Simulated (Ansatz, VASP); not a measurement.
**Two plane-wave programs on RbCd**

```
Rb Cd
1.0
     4.73755    0.00000    0.00000
     0.00000    4.73755    0.00000
     0.00000    0.00000    4.73755
Rb Cd
1 1
Direct
  0.00000 0.00000 0.00000
  0.50000 0.50000 0.50000
```

Alike in both runs: task relaxation of cell and atoms; functional PBE; k mesh 9 × 9 × 9; occupations fermi-dirac, width 0.05 eV; no spin polarisation.

|  | VASP | Ansatz |
| --- | --- | --- |
| version | VASP 6.6.1 | Ansatz 0.2.0 |
| potentials or method | VASP PAW PBE potentials, release 64 (Rb_sv, Cd) | PAW with Ansatz's default frozen-core files, scalar-relativistic |
| plane-wave cutoff (eV) | 600 | 420 |
| valence electrons in the cell | 21 | 29 |

|  | VASP | Ansatz | Ansatz less VASP |
| --- | --- | --- | --- |
| relaxed volume (Å³/atom) | 47.26 | 47.67 | +0.407 |
| relaxed length of the cell vector where the two differ most in proportion (Å) | 4.555 | 4.568 | +0.0130 |

VASP's potentials hold 21 valence electrons a cell and Ansatz's 29, so a difference there can come from the potentials and not from the codes.
